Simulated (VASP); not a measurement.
# InPt3C (Pm-3m) in VASP: notebook

Runs on InPt3C. Level: PBE. Tasks: single point.

Program: VASP 6.6.1. These are calculated values, not measurements. Logs are shortened: lines on timing, memory, paths and dates and some standing lists are left out, and cuts for length are marked.

## Step 1: The cell of the first run

It takes space group Pm-3m (No. 221, cubic). Conventional cell: a = 4.259 Å, b = 4.259 Å, c = 4.259 Å, α = 90.00°, β = 90.00°, γ = 90.00°. In (site symmetry m-3m) has 12 Pt at 3.01 Å and 8 C at 3.69 Å within 4.0 Å. Pt (site symmetry 4/mmm) has 2 C at 2.13 Å within 2.8 Å. C (site symmetry m-3m) has 6 Pt at 2.13 Å within 2.8 Å.

## Step 2: Single point, PBE

Input file INCAR:

```
PREC = Accurate
ENCUT = 520
EDIFF = 1E-6
ISMEAR = 0
SIGMA = 0.1
LREAL = False
LASPH = True
NELM = 100
ALGO = Normal
ISIF = 2
LWAVE = False
LCHARG = False
GGA = PE
NBANDS = 32
```

Input file KPOINTS:

```
Automatic mesh
0
Gamma
  6 6 6
```

Input file POSCAR:

```
InPt3C
1.0
    4.2585900000      0.0000000000      0.0000000000
    0.0000000000      4.2585900000      0.0000000000
    0.0000000000      0.0000000000      4.2585900000
In Pt C
1 3 1
Direct
    0.0000000000      0.0000000000      0.0000000000
    0.5000000000      0.0000000000      0.5000000000
    0.5000000000      0.5000000000      0.0000000000
    0.0000000000      0.5000000000      0.5000000000
    0.5000000000      0.5000000000      0.5000000000
```

Potentials or basis: VASP PAW PBE potentials, release 64 (In_d, Pt, C).

Command:

```
$ cat potpaw_PBE.64/In_d/POTCAR potpaw_PBE.64/Pt/POTCAR potpaw_PBE.64/C/POTCAR > POTCAR
$ mpirun -np 1 vasp_std > vasp.out
```

OUTCAR:

```text
PREC = Accurate
   ENCUT = 520
   EDIFF = 1E-6
   ISMEAR = 0
   LREAL = False
   LASPH = True
   NELM = 100
   ISIF = 2
   GGA = PE

 ion  position               nearest neighbor table
   1  0.000  0.000  0.000-   2 3.01   3 3.01   4 3.01   2 3.01   4 3.01   3 3.01   4 3.01   4 3.01
                             2 3.01   3 3.01   2 3.01   3 3.01
   2  0.500  0.000  0.500-   5 2.13   5 2.13   4 3.01   1 3.01   1 3.01   3 3.01   3 3.01   4 3.01
                             3 3.01   3 3.01   1 3.01   4 3.01   1 3.01   4 3.01
   3  0.500  0.500  0.000-   5 2.13   5 2.13   4 3.01   1 3.01   2 3.01   4 3.01   2 3.01   1 3.01
                             2 3.01   2 3.01   1 3.01   4 3.01   4 3.01   1 3.01
   4  0.000  0.500  0.500-   5 2.13   5 2.13   3 3.01   1 3.01   1 3.01   3 3.01   1 3.01   2 3.01
                             1 3.01   2 3.01   3 3.01   2 3.01   3 3.01   2 3.01
   5  0.500  0.500  0.500-   2 2.13   3 2.13   4 2.13   3 2.13   2 2.13   4 2.13

  LATTYP: Found a simple cubic cell.
 ALAT       =     4.2585900000

  Lattice vectors:

 A1 = (   4.2585900000,   0.0000000000,   0.0000000000)
 A2 = (   0.0000000000,   4.2585900000,   0.0000000000)
 A3 = (   0.0000000000,   0.0000000000,   4.2585900000)

Analysis of symmetry for initial positions (statically):
=====================================================================
 Subroutine PRICEL returns:
 Original cell was already a primitive cell.

 Routine SETGRP: Setting up the symmetry group for a
 simple cubic supercell.

 Subroutine GETGRP returns: Found 48 space group operations
[... 9 lines left out ...]

 Routine SETGRP: Setting up the symmetry group for a
 simple cubic supercell.

 Subroutine GETGRP returns: Found 48 space group operations
[... 11 lines left out ...]
                                     Primitive cell

  volume of cell :      77.2320

  direct lattice vectors                    reciprocal lattice vectors
     4.258590000  0.000000000  0.000000000     0.234819506  0.000000000  0.000000000
     0.000000000  4.258590000  0.000000000     0.000000000  0.234819506  0.000000000
     0.000000000  0.000000000  4.258590000     0.000000000  0.000000000  0.234819506

  length of vectors
     4.258590000  4.258590000  4.258590000     0.234819506  0.234819506  0.234819506

  position of ions in fractional coordinates (direct lattice)
     0.000000000  0.000000000  0.000000000
     0.500000000  0.000000000  0.500000000
     0.500000000  0.500000000  0.000000000
     0.000000000  0.500000000  0.500000000
     0.500000000  0.500000000  0.500000000

  ion indices of the primitive-cell ions
   primitive index   ion index
                 1           1
                 2           2
                 3           3
                 4           4
                 5           5

----------------------------------------------------------------------------------------

 KPOINTS: Automatic mesh

Automatic generation of k-mesh.
 Grid dimensions read from file:
 generate k-points for:    6    6    6

 Generating k-lattice:

  Cartesian coordinates                     Fractional coordinates (reciprocal lattice)
     0.039136584  0.000000000  0.000000000     0.166666667  0.000000000  0.000000000
     0.000000000  0.039136584  0.000000000     0.000000000  0.166666667  0.000000000
     0.000000000  0.000000000  0.039136584     0.000000000  0.000000000  0.166666667

  Length of vectors
     0.039136584  0.039136584  0.039136584

  Shift w.r.t. Gamma in fractional coordinates (k-lattice)
     0.000000000  0.000000000  0.000000000

 Subroutine IBZKPT returns following result:
 ===========================================

 Found     20 irreducible k-points:

 Following reciprocal coordinates:
            Coordinates               Weight
  0.000000  0.000000  0.000000      1.000000
  0.166667  0.000000  0.000000      6.000000
  0.333333  0.000000  0.000000      6.000000
  0.500000  0.000000  0.000000      3.000000
  0.166667  0.166667  0.000000     12.000000
  0.333333  0.166667  0.000000     24.000000
[... 12 lines left out ...]
  0.500000  0.500000  0.333333      6.000000
  0.500000  0.500000  0.500000      1.000000
   k-points           NKPTS =     20   k-points in BZ     NKDIM =     20   number of bands    NBANDS=     32
   number of dos      NEDOS =    301   number of ions     NIONS =      5
   total plane-waves  NPLWV =  32768
   dimension x,y,z NGX =    32 NGY =   32 NGZ =   32
   dimension x,y,z NGXF=    64 NGYF=   64 NGZF=   64
   ions per type =               1   3   1
   NGX,Y,Z   is equivalent  to a cutoff of  12.49, 12.49, 12.49 a.u.
   NGXF,Y,Z  is equivalent  to a cutoff of  24.98, 24.98, 24.98 a.u.
 SYSTEM =  unknown system
   PREC   = accura    normal or accurate (medium, high low for compatibility)
   ISTART =      0    job   : 0-new  1-cont  2-samecut
   ICHARG =      2    charge: 1-file 2-atom 10-const
   ISPIN  =      1    spin polarized calculation?
   LNONCOLLINEAR =      F non collinear calculations
   LSORBIT =      F    spin-orbit coupling
   LASPH  =      T    aspherical Exc in radial PAW
   ENCUT  =  520.0 eV  38.22 Ry    6.18 a.u.   7.92  7.92  7.92*2*pi/ulx,y,z
   NELM   =    100;   NELMIN=  2; NELMDL= -5     # of ELM steps
   EDIFF  = 0.1E-05   stopping-criterion for ELM
   LREAL  =      F    real-space projection
   EDIFFG = 0.1E-04   stopping-criterion for IOM
   NSW    =      0    number of steps for IOM
   IBRION =     -1    ionic relax: 0-MD 1-quasi-New 2-CG
   NFREE  =      0    steps in history (QN), initial steepest desc. (CG)
   ISIF   =      2    stress and relaxation
   ISYM   =      2    0-nonsym 1-usesym 2-fastsym
   POTIM  = 0.5000    time-step for ionic-motion
   TEBEG  =    0.0;   TEEND  =   0.0 temperature during run
   PSTRESS=    0.0 pullay stress
   NELECT =      47.0000    total number of electrons
   NUPDOWN=      -1.0000    fix difference up-down
   EMIN   =  10.00;   EMAX   =-10.00  energy-range for DOS
   EFERMI =   0.00;   METHOD = LEGACY
   ISMEAR =     0;   SIGMA  =   0.10  broadening in eV -4-tet -1-fermi 0-gaus
   EFERMI_NEDOS =   21; number of points for ismear=-14 and -15
   IALGO  =     38    algorithm
   IMIX   =      4    mixing-type and parameters
     AMIX     =   0.40;   BMIX     =  1.00
     AMIX_MAG =   1.60;   BMIX_MAG =  1.00
  volume/ion in A,a.u.               =      15.45       104.24
  Fermi-wavevector in a.u.,A,eV,Ry     =   1.387315  2.621644 26.186341  1.924642
  Thomas-Fermi vector in A             =   2.511547
   LORBIT       =      0    0 simple, 1 ext, 2 COOP (PROOUT), +10 PAW based schemes
   GGA     = PE    functional components
   LHFCALC =     F    Hartree Fock is set to
   AEXX    =    0.0000 exact exchange contribution
   IVDW    =     0    specifies the selected vdW correction
   LEPSILON=     F    determine dielectric tensor
   LRPA    =     F    only Hartree local field effects (RPA)
 non-spin polarized calculation
 Gauss-broadening in eV      SIGMA  =   0.10
  energy-cutoff  :      520.00
  volume of cell :       77.23
 maximum number of plane-waves:      2103
 NGX is ok and might be reduce to    32
   NGX = 15   NGY = 15   NGZ = 15

 number of electron      47.0000018 magnetization

 Free energy of the ion-electron system (eV)
  ---------------------------------------------------
  ext. energy  EPLUGINS =         0.00000000
  ---------------------------------------------------
  free energy    TOTEN  =       -28.81907427 eV

  energy without entropy =      -28.80105949  energy(sigma->0) =      -28.81006688

 E-fermi :  10.1738     XC(G=0): -12.4324

 val. band max:       10.1214533493   @ k =   0.5000   0.3333   0.0000
 cond. band min:      10.2031886813   @ k =   0.3333   0.1667   0.0000
 fundamental gap:      0.0817353321
 Fermi energy:        10.1737522495

 k-point     1 :       0.0000    0.0000    0.0000
  band No.  band energies     occupation
      1      -4.9097      2.00000
      2      -4.9097      2.00000
      3      -4.8884      2.00000
      4      -4.8884      2.00000
      5      -4.8884      2.00000
      6      -4.3392      2.00000
[... 24 lines left out ...]
     31      16.3041      0.00000
     32      19.0170      0.00000

 k-point     2 :       0.1667    0.0000    0.0000
  band No.  band energies     occupation
      1      -4.9036      2.00000
      2      -4.8940      2.00000
      3      -4.8869      2.00000
      4      -4.8840      2.00000
      5      -4.8840      2.00000
      6      -4.1564      2.00000
[... 24 lines left out ...]
     31      17.1314      0.00000
     32      18.1602      0.00000

 k-point     3 :       0.3333    0.0000    0.0000
  band No.  band energies     occupation
      1      -4.8915      2.00000
      2      -4.8839      2.00000
      3      -4.8751      2.00000
      4      -4.8751      2.00000
      5      -4.8626      2.00000
      6      -3.7258      2.00000
[... 24 lines left out ...]
     31      17.5332      0.00000
     32      17.6640      0.00000

 k-point     4 :       0.5000    0.0000    0.0000
  band No.  band energies     occupation
      1      -4.8855      2.00000
      2      -4.8824      2.00000
      3      -4.8707      2.00000
      4      -4.8707      2.00000
      5      -4.8468      2.00000
      6      -3.4617      2.00000
[... 24 lines left out ...]
     31      16.7771      0.00000
     32      16.7771      0.00000

 k-point     5 :       0.1667    0.1667    0.0000
  band No.  band energies     occupation
      1      -4.8975      2.00000
      2      -4.8835      2.00000
      3      -4.8834      2.00000
      4      -4.8820      2.00000
      5      -4.8818      2.00000
      6      -3.9700      2.00000
[... 444 lines left out ...]
     31      16.8346      0.00000
     32      20.6092      0.00000

 k-point    18 :       0.5000    0.3333    0.3333
  band No.  band energies     occupation
      1      -4.9118      2.00000
      2      -4.9092      2.00000
      3      -4.9012      2.00000
      4      -4.8346      2.00000
      5      -4.8214      2.00000
      6      -2.0494      2.00000
[... 24 lines left out ...]
     31      18.2158      0.00000
     32      20.1733      0.00000

 k-point    19 :       0.5000    0.5000    0.3333
  band No.  band energies     occupation
      1      -4.9237      2.00000
      2      -4.9098      2.00000
      3      -4.9098      2.00000
      4      -4.8302      2.00000
      5      -4.8167      2.00000
      6      -1.6925      2.00000
[... 24 lines left out ...]
     31      18.5033      0.00000
     32      19.1667      0.00000

 k-point    20 :       0.5000    0.5000    0.5000
  band No.  band energies     occupation
      1      -4.9230      2.00000
      2      -4.9230      2.00000
      3      -4.9230      2.00000
      4      -4.8194      2.00000
      5      -4.8194      2.00000
      6      -1.2905      2.00000
[... 24 lines left out ...]
     31      18.7261      0.00000
     32      18.7261      0.00000

------------------------ aborting loop because EDIFF is reached ----------------------------------------

  FORCE on cell =-STRESS in cart. coord.  units (eV):
  Direction    XX          YY          ZZ          XY          YZ          ZX
  --------------------------------------------------------------------------------------
  -------------------------------------------------------------------------------------
  Total       -0.4243010     -0.4243010     -0.4243010     -0.0000000     -0.0000000      0.0000000
  in kB       -8.8021177     -8.8021177     -8.8021177     -0.0000000     -0.0000000      0.0000000
  external PRESSURE =      -8.8021177 kB  Pullay stress =       0.0000000 kB

 VOLUME and BASIS-vectors are now :
 -----------------------------------------------------------------------------
  energy-cutoff  :      520.00
  volume of cell :       77.23
      direct lattice vectors                 reciprocal lattice vectors
     4.258590000  0.000000000  0.000000000     0.234819506  0.000000000  0.000000000
     0.000000000  4.258590000  0.000000000     0.000000000  0.234819506  0.000000000
     0.000000000  0.000000000  4.258590000     0.000000000  0.000000000  0.234819506

 POSITION                                       TOTAL-FORCE (eV/Angst)
 -----------------------------------------------------------------------------------
      0.00000      0.00000      0.00000         0.000000      0.000000      0.000000
      2.12929      0.00000      2.12929         0.000000      0.000000      0.000000
      2.12929      2.12929      0.00000         0.000000      0.000000      0.000000
      0.00000      2.12929      2.12929         0.000000      0.000000      0.000000
      2.12929      2.12929      2.12929         0.000000      0.000000      0.000000
 -----------------------------------------------------------------------------------
    total drift:                                0.000000     -0.000000     -0.000000

  FREE ENERGIE OF THE ION-ELECTRON SYSTEM (eV)
  ---------------------------------------------------
  free  energy   TOTEN  =       -28.8190742741 eV

  energy  without entropy=      -28.8010594867  energy(sigma->0) =      -28.81006688
```

Run time: 30 s. Hardware: 1 thread of Intel Xeon Platinum 8259CL at 2.50GHz (Skylake/Cascade Lake), shared host; peak memory 0.2 GiB.

Results:

| Item | Value |
| --- | --- |
| Free energy | -28.8191 eV |
| Pressure | -0.9 GPa |

Levels at points of the mesh, in eV from the Fermi level:
```csv
k point,band 21,band 22,band 23,band 24,band 25,band 26,band 27,band 28
"(0.00, 0.00, 0.00)",-0.97,-0.93,-0.93,-0.93,1.57,1.57,1.57,2.21
"(0.50, 0.00, 0.00)",-2.15,-0.93,-0.25,-0.25,1.06,2.71,3.49,3.99
"(0.50, 0.50, 0.00)",-2.17,-1.45,-0.48,-0.48,0.92,2.05,4.69,4.69
"(0.50, 0.50, 0.50)",-2.15,-1.12,-1.12,-1.12,0.94,0.94,0.94,1.03
```

Caveat: spin-orbit coupling is left out, which moves the levels of the heavy elements.

(Part 1 of 3 ends here.)
